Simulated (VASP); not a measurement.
# Li in VASP: single point with r2SCAN

Aim: the single point of Li with r2SCAN.

All numbers are computed with VASP 6.6.1; they aren't measurements. Logs are shortened: lines on timing, memory, paths and dates and some standing lists are left out, and cuts for length are marked.

## 1. The cell of the first run

The typed cell holds 1 atom: a = 3.118 Å, b = 3.118 Å, c = 3.118 Å, α = 120.00°, β = 120.00°, γ = 90.01°.

This isn't the form of Li at room conditions, which is bcc.

## 2. Single point, r2SCAN

Contents of POSCAR:

```
Li
1.0
   -1.5591512439      1.5591512439      2.2046398589
    1.5591512439     -1.5591512439      2.2046398589
    1.5591512439      1.5591512439     -2.2046398589
Li
1
Direct
    0.0000000000      0.0000000000      0.0000000000
```

Contents of INCAR.step1:

```
PREC     = Accurate       # precision mode
ENCUT    = 520            # plane-wave cutoff, eV
ISMEAR   = 0              # smearing method
SIGMA    = 0.15           # smearing width, eV
LREAL    = False          # projectors in reciprocal space
LASPH    = True           # aspherical terms in the spheres
NELM     = 100            # most SCF steps
NBANDS   = 8              # bands
GGA      = PE             # functional
ALGO     = Normal         # electronic algorithm
EDIFF    = 1E-4           # SCF threshold, eV
LWAVE    = True           # write WAVECAR
LCHARG   = False          # write CHGCAR
```

Contents of INCAR.step2:

```
PREC     = Accurate       # precision mode
ENCUT    = 520            # plane-wave cutoff, eV
EDIFF    = 1E-7           # SCF threshold, eV
ISMEAR   = 0              # smearing method
SIGMA    = 0.15           # smearing width, eV
LREAL    = False          # projectors in reciprocal space
LASPH    = True           # aspherical terms in the spheres
NELM     = 100            # most SCF steps
ALGO     = Normal         # electronic algorithm
ISIF     = 2              # what is computed and relaxed
LWAVE    = False          # write WAVECAR
LCHARG   = True           # write CHGCAR
METAGGA  = R2SCAN         # meta-GGA
LMIXTAU  = True         
LELF     = True           # ELF
LVHAR    = True         
NBANDS   = 8              # bands
ISTART   = 1
```

Contents of KPOINTS:

```
Automatic mesh
0
Gamma
  22 22 22
```

Potentials or basis: VASP PAW PBE potentials, release 64 (Li_sv).

Run with:

```bash
> cat potpaw_PBE.64/Li_sv/POTCAR > POTCAR
> cp INCAR.step1 INCAR
> mpirun -np 1 vasp_std > vasp.out
> cp INCAR.step2 INCAR
> mpirun -np 1 vasp_std > vasp.out
```

OUTCAR:

```text
PREC = Accurate
   ENCUT = 520
   EDIFF = 1E-7
   ISMEAR = 0
   LREAL = False
   LASPH = True
   NELM = 100
   ISIF = 2
   METAGGA = R2SCAN
   ISTART = 1

 ion  position               nearest neighbor table
   1  0.000  0.000  0.000-

  LATTYP: Found a body centered tetragonal cell.
 ALAT       =     3.1183024878
 C/A-ratio  =     1.4140000000

  Lattice vectors:

 A1 = (  -1.5591512439,   1.5591512439,   2.2046398589)
 A2 = (   1.5591512439,  -1.5591512439,   2.2046398589)
 A3 = (   1.5591512439,   1.5591512439,  -2.2046398589)

Analysis of symmetry for initial positions (statically):
=====================================================================
 Subroutine PRICEL returns:
 Original cell was already a primitive cell.

 Routine SETGRP: Setting up the symmetry group for a
 body centered tetragonal supercell.

 Subroutine GETGRP returns: Found 16 space group operations
 (whereof 16 operations were pure point group operations)
 out of a pool of 16 trial point group operations.

The static configuration has the point symmetry D_4h.

Analysis of symmetry for dynamics (positions and initial velocities):
=====================================================================
 Subroutine PRICEL returns:
 Original cell was already a primitive cell.

 Routine SETGRP: Setting up the symmetry group for a
 body centered tetragonal supercell.

 Subroutine GETGRP returns: Found 16 space group operations
 (whereof 16 operations were pure point group operations)
 out of a pool of 16 trial point group operations.

The dynamic configuration has the point symmetry D_4h.

 Subroutine INISYM returns: Found 16 space group operations
 (whereof 16 operations are pure point group operations),
 and found     1 'primitive' translations

----------------------------------------------------------------------------------------

                                     Primitive cell

  volume of cell :      21.4375

  direct lattice vectors                    reciprocal lattice vectors
    -1.559151244  1.559151244  2.204639859     0.000000000  0.320687298  0.226794412
     1.559151244 -1.559151244  2.204639859     0.320687298  0.000000000  0.226794412
     1.559151244  1.559151244 -2.204639859     0.320687298  0.320687298  0.000000000

  length of vectors
     3.118067047  3.118067047  3.118067047     0.392779898  0.392779898  0.453520326

  position of ions in fractional coordinates (direct lattice)
     0.000000000  0.000000000  0.000000000

  ion indices of the primitive-cell ions
   primitive index   ion index
                 1           1
[... 70 lines left out ...]
   ENCUT  =  520.0 eV  38.22 Ry    6.18 a.u.   5.80  5.80  5.80*2*pi/ulx,y,z
   NELM   =    100;   NELMIN=  2; NELMDL=  0     # of ELM steps
   EDIFF  = 0.1E-06   stopping-criterion for ELM
   LREAL  =      F    real-space projection
   EDIFFG = 0.1E-05   stopping-criterion for IOM
   NSW    =      0    number of steps for IOM
   IBRION =     -1    ionic relax: 0-MD 1-quasi-New 2-CG
   NFREE  =      0    steps in history (QN), initial steepest desc. (CG)
   ISIF   =      2    stress and relaxation
   ISYM   =      2    0-nonsym 1-usesym 2-fastsym
   POTIM  = 0.5000    time-step for ionic-motion
   TEBEG  =    0.0;   TEEND  =   0.0 temperature during run
   PSTRESS=    0.0 pullay stress
   NELECT =       3.0000    total number of electrons
   NUPDOWN=      -1.0000    fix difference up-down
   EMIN   =  10.00;   EMAX   =-10.00  energy-range for DOS
   EFERMI =   0.00;   METHOD = LEGACY
   ISMEAR =     0;   SIGMA  =   0.15  broadening in eV -4-tet -1-fermi 0-gaus
   EFERMI_NEDOS =   21; number of points for ismear=-14 and -15
   IALGO  =     38    algorithm
   IMIX   =      4    mixing-type and parameters
     AMIX     =   0.40;   BMIX     =  1.00
     AMIX_MAG =   1.60;   BMIX_MAG =  1.00
  volume/ion in A,a.u.               =      21.44       144.67
  Fermi-wavevector in a.u.,A,eV,Ry     =   0.849944  1.606162  9.828924  0.722406
  Thomas-Fermi vector in A             =   1.965845
   LORBIT       =      0    0 simple, 1 ext, 2 COOP (PROOUT), +10 PAW based schemes
   METAGGA = R2SCAN    functional components
   LHFCALC =     F    Hartree Fock is set to
   AEXX    =    0.0000 exact exchange contribution
   IVDW    =     0    specifies the selected vdW correction
   LEPSILON=     F    determine dielectric tensor
   LRPA    =     F    only Hartree local field effects (RPA)
 non-spin polarized calculation
 Gauss-broadening in eV      SIGMA  =   0.15
  energy-cutoff  :      520.00
  volume of cell :       21.44
 maximum number of plane-waves:       589
   NGX = 11   NGY = 11   NGZ = 11

 number of electron       3.0000006 magnetization

 Free energy of the ion-electron system (eV)
  ---------------------------------------------------
  ext. energy  EPLUGINS =         0.00000000
  ---------------------------------------------------
  free energy    TOTEN  =        -2.38625490 eV

  energy without entropy =       -2.38085288  energy(sigma->0) =       -2.38355389

 E-fermi :   0.5115     XC(G=0):  -7.3020

 val. band max:        0.5079581603   @ k =   0.2727   0.2727  -0.0000
 cond. band min:       0.5200123061   @ k =   0.5000   0.0455  -0.0000
 fundamental gap:      0.0120541458
 Fermi energy:         0.5114924706

 k-point     1 :       0.0000    0.0000    0.0000
  band No.  band energies     occupation
      1     -47.7388      2.00000
      2      -3.2677      2.00000
      3      15.9124      0.00000
      4      15.9134      0.00000
      5      15.9143      0.00000
      6      19.1846      0.00000
      7      19.1847      0.00000
      8      19.1855      0.00000
[... 243 lines left out ...]
 k-point    24 :      -0.4545    0.0455    0.0000
  band No.  band energies     occupation
      1     -47.7241      2.00000
      2       0.1603      1.99907
      3       4.0762      0.00000
      4      13.6165      0.00000
      5      14.0134      0.00000
      6      16.6251      0.00000
      7      18.1777      0.00000
      8      19.5491      0.00000

 [... further k-points ...]
[... 5 lines left out ...]
  --------------------------------------------------------------------------------------
  -------------------------------------------------------------------------------------
  Total       -0.0665458     -0.0665458     -0.0666503      0.0000000     -0.0000000      0.0000000
  in kB       -4.9734403     -4.9734403     -4.9812520      0.0000000     -0.0000000      0.0000000
  external PRESSURE =      -4.9760442 kB  Pullay stress =       0.0000000 kB

 VOLUME and BASIS-vectors are now :
 -----------------------------------------------------------------------------
  energy-cutoff  :      520.00
  volume of cell :       21.44
      direct lattice vectors                 reciprocal lattice vectors
    -1.559151244  1.559151244  2.204639859     0.000000000  0.320687298  0.226794412
     1.559151244 -1.559151244  2.204639859     0.320687298  0.000000000  0.226794412
     1.559151244  1.559151244 -2.204639859     0.320687298  0.320687298  0.000000000

 POSITION                                       TOTAL-FORCE (eV/Angst)
 -----------------------------------------------------------------------------------
      0.00000      0.00000      0.00000        -0.000000     -0.000000      0.000000
 -----------------------------------------------------------------------------------
    total drift:                                0.000000      0.000000     -0.000000

  FREE ENERGIE OF THE ION-ELECTRON SYSTEM (eV)
  ---------------------------------------------------
  free  energy   TOTEN  =        -2.3862548951 eV

  energy  without entropy=       -2.3808528807  energy(sigma->0) =       -2.38355389
```

OSZICAR.step1:

```text
N       E                     dE             d eps       ncg     rms          rms(c)
DAV:   1    -0.808304077890E-01   -0.80830E-01   -0.70199E+02 13416   0.257E+02
DAV:   2    -0.188006988639E+01   -0.17992E+01   -0.17561E+01 19336   0.349E+01
DAV:   3    -0.190792520553E+01   -0.27855E-01   -0.27838E-01 15504   0.326E+00
DAV:   4    -0.190825915595E+01   -0.33395E-03   -0.33395E-03 20880   0.314E-01
DAV:   5    -0.190825967245E+01   -0.51650E-06   -0.51650E-06 15912   0.102E-02    0.251E-01
DAV:   6    -0.190705931378E+01    0.12004E-02   -0.27996E-04 21832   0.689E-02    0.142E-01
DAV:   7    -0.190647207753E+01    0.58724E-03   -0.66037E-04 20960   0.103E-01    0.275E-02
DAV:   8    -0.190647215727E+01   -0.79745E-07   -0.80065E-06  8320   0.192E-02
   1 F= -.19064722E+01 E0= -.19035620E+01  d E =-.582029E-02
```

Run time: 3.5 min. Hardware: 1 thread of Intel Xeon 6975P-C (Granite Rapids), shared host; peak memory 0.22 GiB.

What came out:

```yaml
Free_energy: -2.3863 eV
Band_gap_on_the_k_mesh: zero (an odd number of electrons rules out a gap without spin polarisation)
```

Levels at points of the mesh, in eV from the Fermi level:
| k point | band 1 | band 2 | band 3 | band 4 | band 5 | band 6 | band 7 |
| --- | --- | --- | --- | --- | --- | --- | --- |
| (0.00, 0.00, 0.00) | -48.25 | -3.78 | 15.40 | 15.40 | 15.40 | 18.67 | 18.67 |
| (0.50, 0.00, 0.00) | -48.24 | -0.01 | 3.00 | 13.52 | 13.52 | 16.99 | 16.99 |
| (0.50, 0.50, 0.00) | -48.23 | 1.62 | 4.83 | 8.95 | 8.95 | 10.85 | 16.16 |
| (0.50, 0.50, 0.50) | -48.23 | 1.62 | 4.83 | 8.95 | 8.95 | 10.85 | 16.16 |

Caveat: the cutoff is under 1.25 times the usual one of these potentials, so pressure, stress and relaxed cells hold a basis-set (Pulay) error; the PAW data sets were made with another functional, which shifts forces and pressure a little.
